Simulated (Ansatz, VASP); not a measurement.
## Pb3F: VASP beside Ansatz

Contents of INCAR:

```
PREC = Accurate
ENCUT = 520
EDIFF = 1E-7
ISMEAR = 0
SIGMA = 0.1
LREAL = F
LASPH = T
NELM = 80
ALGO = Normal
ISIF = 2
LWAVE = F
LCHARG = T
GGA = PE
LELF = T
LVHAR = T
NBANDS = 32
```

Contents of KPOINTS:

```
regular mesh
0
Gamma
  4 4 4
```

File POSCAR:

```
Pb3F
1.0
    4.6542280241      0.0000000000      0.0000000000
    0.0000000000      4.6542280241      0.0000000000
    0.0000000000      0.0000000000      4.6542280241
Pb F
3 1
Direct
    0.0000000000      0.5000000000      0.5000000000
    0.5000000000      0.0000000000      0.5000000000
    0.5000000000      0.5000000000      0.0000000000
    0.0000000000      0.0000000000      0.0000000000
```

Input for Ansatz:

```yaml
crystal:
  lattice:
    - [4.6542280241, 0.0, 0.0]
    - [0.0, 4.6542280241, 0.0]
    - [0.0, 0.0, 4.6542280241]
  atoms:
    - { symbol: Pb, position: [0.0, 0.5, 0.5] }
    - { symbol: Pb, position: [0.5, 0.0, 0.5] }
    - { symbol: Pb, position: [0.5, 0.5, 0.0] }
    - { symbol: F, position: [0.0, 0.0, 0.0] }
basis:
  ecutwfc: 420
kpoints:
  mp_grid: { grid: [4, 4, 4] }
hamiltonian:
  xc: pbe
scf:
  occupations: { method: gaussian, width: 0.1 }
  lower_state_search: "off"
output:
  forces: true
  stress: true
  eigenvalues: true
```

Alike in both runs: task single point; functional PBE; k mesh 4 × 4 × 4; occupations gaussian, width 0.1 eV; no spin polarisation.

```csv
,VASP,Ansatz
version,VASP 6.6.1,Ansatz 0.2.0
potentials or method,"VASP PAW PBE potentials, release 64 (Pb_d, F), cutoff 520 eV","scalar-relativistic, plane waves, PAW"
valence electrons in the cell,49,49
```

Ansatz gave:

* gap on the k mesh at the Fermi level (eV): none
* pressure (GPa): 2.2

What did VASP give for the same quantities?

gap on the k mesh at the Fermi level (eV): none; pressure (GPa): 2.1.

A gap of «none» marks a metal or a gap that the smearing closes.

Neither program's run includes spin-orbit coupling.
